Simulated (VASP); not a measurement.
# TiPd3 (R-3m) in VASP: a series of runs

The runs below take TiPd3 through single point, with LDA.

All numbers are computed with VASP 6.6.1; they aren't measurements. Logs are shortened: lines on timing, memory, paths and dates and some standing lists are left out, and cuts for length are marked.

### 1 The cell of the first run

The structure is trigonal, space group R-3m (No. 166). The conventional cell has a = 5.429 Å, b = 5.429 Å, c = 6.550 Å, α = 90.00°, β = 90.00°, γ = 120.00°. Ti (site symmetry -3m) has 12 Pd at 2.69 to 2.71 Å within 3.5 Å. Within 3.5 Å of Pd (site symmetry 2/m) lie 4 Ti at 2.69 to 2.71 Å and 8 Pd at 2.69 to 2.71 Å.

### 2 Single point, LDA (equal xy, yz and zx shear strains of -1 %)

File INCAR:

```
SYSTEM = TiPd3
PREC     = Accurate       ! precision mode
ENCUT    = 520            ! plane-wave cutoff, eV
EDIFF    = 1E-7           ! SCF threshold, eV
ISMEAR   = -1             ! smearing method
SIGMA    = 0.05           ! smearing width, eV
LREAL    = .FALSE.        ! projectors in reciprocal space
LASPH    = .TRUE.         ! aspherical terms in the spheres
NELM     = 80             ! most SCF steps
ALGO     = Normal         ! electronic algorithm
ISIF     = 2              ! what is computed and relaxed
LWAVE    = .FALSE.        ! write WAVECAR
LCHARG   = .FALSE.        ! write CHGCAR
NBANDS   = 29             ! bands
```

File KPOINTS:

```
regular mesh
0
G
  11 11 11
  0 0 0
```

File POSCAR:

```
TiPd3
1.0
    3.8200000000     -0.0191000000     -0.0191000000
   -0.0191000000      3.8200000000     -0.0191000000
   -0.0191000000     -0.0191000000      3.8200000000
Ti Pd
1 3
Direct
    0.0000000000      0.0000000000      0.0000000000
    0.0000000000      0.5000000000      0.5000000000
    0.5000000000      0.0000000000      0.5000000000
    0.5000000000      0.5000000000      0.0000000000
```

Potentials or basis: VASP PAW LDA potentials, release 64 (Ti_sv, Pd).

Command:

```console
cat potpaw_LDA.64/Ti_sv/POTCAR potpaw_LDA.64/Pd/POTCAR > POTCAR
mpirun -np 1 vasp_std > vasp.out
```

OUTCAR:

```text
SYSTEM = TiPd3
   PREC = Accurate
   ENCUT = 520
   EDIFF = 1E-7
   ISMEAR = -1
   LREAL = .FALSE.
   LASPH = .TRUE.
   NELM = 80
   ISIF = 2

 ion  position               nearest neighbor table
   1  0.000  0.000  0.000-   2 2.69   3 2.69   4 2.69   2 2.69   3 2.69   4 2.69   4 2.71   2 2.71
                             3 2.71   4 2.71   3 2.71   2 2.71
   2  0.000  0.500  0.500-   1 2.69   3 2.69   4 2.69   1 2.69   4 2.69   3 2.69   3 2.71   1 2.71
                             3 2.71   4 2.71   4 2.71   1 2.71
   3  0.500  0.000  0.500-   1 2.69   2 2.69   4 2.69   4 2.69   1 2.69   2 2.69   4 2.71   1 2.71
                             1 2.71   2 2.71   4 2.71   2 2.71
   4  0.500  0.500  0.000-   1 2.69   2 2.69   3 2.69   3 2.69   2 2.69   1 2.69   3 2.71   2 2.71
                             1 2.71   2 2.71   3 2.71   1 2.71

  LATTYP: Found a trigonal (rhomboedric) cell.
 ALAT       =     3.8200954988
 COS(alpha) =    -0.0099745013

  Lattice vectors:

 A1 = (   3.8200000000,  -0.0191000000,  -0.0191000000)
 A2 = (  -0.0191000000,   3.8200000000,  -0.0191000000)
 A3 = (  -0.0191000000,  -0.0191000000,   3.8200000000)

Analysis of symmetry for initial positions (statically):
=====================================================================
 Subroutine PRICEL returns:
 Original cell was already a primitive cell.

 Routine SETGRP: Setting up the symmetry group for a
 trigonal (rhombohedral) supercell.

 Subroutine GETGRP returns: Found 12 space group operations
 (whereof 12 operations were pure point group operations)
 out of a pool of 12 trial point group operations.

The static configuration has the point symmetry D_3d.

Analysis of symmetry for dynamics (positions and initial velocities):
=====================================================================
 Subroutine PRICEL returns:
 Original cell was already a primitive cell.

 Routine SETGRP: Setting up the symmetry group for a
 trigonal (rhombohedral) supercell.

 Subroutine GETGRP returns: Found 12 space group operations
 (whereof 12 operations were pure point group operations)
 out of a pool of 12 trial point group operations.

The dynamic configuration has the point symmetry D_3d.

 Subroutine INISYM returns: Found 12 space group operations
 (whereof 12 operations are pure point group operations),
 and found     1 'primitive' translations

----------------------------------------------------------------------------------------

                                     Primitive cell

  volume of cell :      55.7388

  direct lattice vectors                    reciprocal lattice vectors
     3.820000000 -0.019100000 -0.019100000     0.261793260  0.001315544  0.001315544
    -0.019100000  3.820000000 -0.019100000     0.001315544  0.261793260  0.001315544
    -0.019100000 -0.019100000  3.820000000     0.001315544  0.001315544  0.261793260

  length of vectors
     3.820095499  3.820095499  3.820095499     0.261799871  0.261799871  0.261799871

  position of ions in fractional coordinates (direct lattice)
     0.000000000  0.000000000  0.000000000
     1.000000000  0.500000000  0.500000000
     0.500000000  1.000000000  0.500000000
     0.500000000  0.500000000  0.000000000

  ion indices of the primitive-cell ions
   primitive index   ion index
                 1           1
                 2           2
                 3           3
                 4           4

----------------------------------------------------------------------------------------

 KPOINTS: regular mesh

Automatic generation of k-mesh.
 Grid dimensions read from file:
 generate k-points for:   11   11   11

 Generating k-lattice:

  Cartesian coordinates                     Fractional coordinates (reciprocal lattice)
     0.023799387  0.000119595  0.000119595     0.090909091 -0.000000000  0.000000000
     0.000119595  0.023799387  0.000119595    -0.000000000  0.090909091  0.000000000
     0.000119595  0.000119595  0.023799387     0.000000000  0.000000000  0.090909091

  Length of vectors
     0.023799988  0.023799988  0.023799988

  Shift w.r.t. Gamma in fractional coordinates (k-lattice)
     0.000000000  0.000000000  0.000000000

 Subroutine IBZKPT returns following result:
 ===========================================

 Found    146 irreducible k-points:

 Following reciprocal coordinates:
            Coordinates               Weight
  0.000000  0.000000  0.000000      1.000000
  0.090909  0.000000  0.000000      6.000000
  0.181818 -0.000000 -0.000000      6.000000
  0.272727 -0.000000 -0.000000      6.000000
  0.363636 -0.000000 -0.000000      6.000000
  0.454545 -0.000000 -0.000000      6.000000
[... 16 lines left out ...]
 -0.272727  0.181818  0.000000     12.000000
 -0.181818  0.181818  0.000000      6.000000
 [... further k-points ...]
   k-points           NKPTS =    146   k-points in BZ     NKDIM =    146   number of bands    NBANDS=     29
   number of dos      NEDOS =    301   number of ions     NIONS =      4
   total plane-waves  NPLWV =  21952
   dimension x,y,z NGX =    28 NGY =   28 NGZ =   28
   dimension x,y,z NGXF=    56 NGYF=   56 NGZF=   56
   ions per type =               1   3
   NGX,Y,Z   is equivalent  to a cutoff of  12.19, 12.19, 12.19 a.u.
   NGXF,Y,Z  is equivalent  to a cutoff of  24.37, 24.37, 24.37 a.u.
 SYSTEM =  TiPd3
   PREC   = accura    normal or accurate (medium, high low for compatibility)
   ISTART =      0    job   : 0-new  1-cont  2-samecut
   ICHARG =      2    charge: 1-file 2-atom 10-const
   ISPIN  =      1    spin polarized calculation?
   LNONCOLLINEAR =      F non collinear calculations
   LSORBIT =      F    spin-orbit coupling
   LASPH  =      T    aspherical Exc in radial PAW
   ENCUT  =  520.0 eV  38.22 Ry    6.18 a.u.   7.10  7.10  7.10*2*pi/ulx,y,z
   NELM   =     80;   NELMIN=  2; NELMDL= -5     # of ELM steps
   EDIFF  = 0.1E-06   stopping-criterion for ELM
   LREAL  =      F    real-space projection
   EDIFFG = 0.1E-05   stopping-criterion for IOM
   NSW    =      0    number of steps for IOM
   IBRION =     -1    ionic relax: 0-MD 1-quasi-New 2-CG
   NFREE  =      0    steps in history (QN), initial steepest desc. (CG)
   ISIF   =      2    stress and relaxation
   ISYM   =      2    0-nonsym 1-usesym 2-fastsym
   POTIM  = 0.5000    time-step for ionic-motion
   TEBEG  =    0.0;   TEEND  =   0.0 temperature during run
   PSTRESS=    0.0 pullay stress
   NELECT =      42.0000    total number of electrons
   NUPDOWN=      -1.0000    fix difference up-down
   EMIN   =  10.00;   EMAX   =-10.00  energy-range for DOS
   EFERMI =   0.00;   METHOD = LEGACY
   ISMEAR =    -1;   SIGMA  =   0.05  broadening in eV -4-tet -1-fermi 0-gaus
   EFERMI_NEDOS =   21; number of points for ismear=-14 and -15
   IALGO  =     38    algorithm
   IMIX   =      4    mixing-type and parameters
     AMIX     =   0.40;   BMIX     =  1.00
     AMIX_MAG =   1.60;   BMIX_MAG =  1.00
  volume/ion in A,a.u.               =      13.93        94.04
  Fermi-wavevector in a.u.,A,eV,Ry     =   1.489723  2.815168 30.195055  2.219274
  Thomas-Fermi vector in A             =   2.602595
   LORBIT       =      0    0 simple, 1 ext, 2 COOP (PROOUT), +10 PAW based schemes
   GGA     = CA    functional components
   LHFCALC =     F    Hartree Fock is set to
   AEXX    =    0.0000 exact exchange contribution
   IVDW    =     0    specifies the selected vdW correction
   LEPSILON=     F    determine dielectric tensor
   LRPA    =     F    only Hartree local field effects (RPA)
 non-spin polarized calculation
  energy-cutoff  :      520.00
  volume of cell :       55.74
 maximum number of plane-waves:      1526
   NGX = 15   NGY = 15   NGZ = 15

 number of electron      42.0000028 magnetization

 Free energy of the ion-electron system (eV)
  ---------------------------------------------------
  ext. energy  EPLUGINS =         0.00000000
  ---------------------------------------------------
  free energy    TOTEN  =       -30.80243887 eV

  energy without entropy =      -30.79055730  energy(sigma->0) =      -30.79649808

 E-fermi :  11.5801     XC(G=0): -13.6350

 val. band max:       11.5786967561   @ k =   0.4545   0.0909   0.0909
 cond. band min:      11.5808301591   @ k =   0.4545   0.0909  -0.0000
 fundamental gap:      0.0021334030
 Fermi energy:        11.5800829596

 k-point     1 :       0.0000    0.0000    0.0000
  band No.  band energies     occupation
      1     -45.8506      2.00000
      2     -22.4582      2.00000
      3     -22.4574      2.00000
      4     -22.4574      2.00000
      5       3.2127      2.00000
      6       4.8497      2.00000
[... 21 lines left out ...]
     28      14.0619      0.00000
     29      21.9868      0.00000

 k-point     2 :       0.0909    0.0000    0.0000
  band No.  band energies     occupation
      1     -45.8504      2.00000
      2     -22.4604      2.00000
      3     -22.4583      2.00000
      4     -22.4578      2.00000
      5       3.3193      2.00000
      6       4.9137      2.00000
[... 21 lines left out ...]
     28      14.7388      0.00000
     29      21.9357      0.00000

 k-point     3 :       0.1818   -0.0000   -0.0000
  band No.  band energies     occupation
      1     -45.8499      2.00000
      2     -22.4675      2.00000
      3     -22.4593      2.00000
      4     -22.4589      2.00000
      5       3.6309      2.00000
      6       5.0957      2.00000
[... 21 lines left out ...]
     28      15.8143      0.00000
     29      21.7846      0.00000

 k-point     4 :       0.2727   -0.0000   -0.0000
  band No.  band energies     occupation
      1     -45.8492      2.00000
      2     -22.4767      2.00000
      3     -22.4607      2.00000
      4     -22.4602      2.00000
      5       4.1166      2.00000
      6       5.3630      2.00000
[... 597 lines left out ...]
     28      18.8664      0.00000
     29      19.0400      0.00000

 k-point    23 :      -0.2727    0.1818    0.0000
  band No.  band energies     occupation
      1     -45.8488      2.00000
      2     -22.4764      2.00000
      3     -22.4672      2.00000
      4     -22.4617      2.00000
      5       4.4581      2.00000
      6       5.5608      2.00000
[... 21 lines left out ...]
     28      17.9129      0.00000
     29      19.7514      0.00000

 k-point    24 :      -0.1818    0.1818    0.0000
  band No.  band energies     occupation
      1     -45.8493      2.00000
      2     -22.4697      2.00000
      3     -22.4654      2.00000
      4     -22.4604      2.00000
      5       4.0105      2.00000
      6       5.3158      2.00000
[... 21 lines left out ...]
     28      16.8997      0.00000
     29      20.7511      0.00000

 [... further k-points ...]

------------------------ aborting loop because EDIFF is reached ----------------------------------------

  FORCE on cell =-STRESS in cart. coord.  units (eV):
  Direction    XX          YY          ZZ          XY          YZ          ZX
  --------------------------------------------------------------------------------------
  -------------------------------------------------------------------------------------
  Total        0.9785637      0.9785637      0.9785637      0.4853135      0.4853135      0.4853135
  in kB       28.1282215     28.1282215     28.1282215     13.9500420     13.9500420     13.9500420
  external PRESSURE =      28.1282215 kB  Pullay stress =       0.0000000 kB

 VOLUME and BASIS-vectors are now :
 -----------------------------------------------------------------------------
  energy-cutoff  :      520.00
  volume of cell :       55.74
      direct lattice vectors                 reciprocal lattice vectors
     3.820000000 -0.019100000 -0.019100000     0.261793260  0.001315544  0.001315544
    -0.019100000  3.820000000 -0.019100000     0.001315544  0.261793260  0.001315544
    -0.019100000 -0.019100000  3.820000000     0.001315544  0.001315544  0.261793260

 POSITION                                       TOTAL-FORCE (eV/Angst)
 -----------------------------------------------------------------------------------
      0.00000      0.00000      0.00000        -0.000000     -0.000000     -0.000000
     -0.01910      1.90045      1.90045        -0.000000      0.000000     -0.000000
      1.90045     -0.01910      1.90045        -0.000000     -0.000000      0.000000
      1.90045      1.90045     -0.01910         0.000000      0.000000     -0.000000
 -----------------------------------------------------------------------------------
    total drift:                                0.000000      0.000000      0.000000

  FREE ENERGIE OF THE ION-ELECTRON SYSTEM (eV)
  ---------------------------------------------------
  free  energy   TOTEN  =       -30.8024388665 eV

  energy  without entropy=      -30.7905573032  energy(sigma->0) =      -30.79649808
```

It took 98 s on 1 thread of Intel Xeon 6975P-C (Granite Rapids), shared host; peak memory 0.29 GiB.

Results:

- Free energy: -30.8024 eV
- Pressure: 2.8 GPa
- Band gap on the k mesh: zero (bands 21 and 22 overlap by 1.36 eV)

Levels at points of the mesh, in eV from the Fermi level:
| k point | band 19 | band 20 | band 21 | band 22 | band 23 | band 24 |
| --- | --- | --- | --- | --- | --- | --- |
| (0.00, 0.00, 0.00) | -0.61 | -0.59 | 1.20 | 1.20 | 1.88 | 1.90 |

Caveat: the cell differs from its parent crystal (equal xy, yz and zx shear strains of -1 %).

(Continued in part 2 of 2.)

The gap in the log of VASP goes by the Fermi energy; the results here count the filled bands.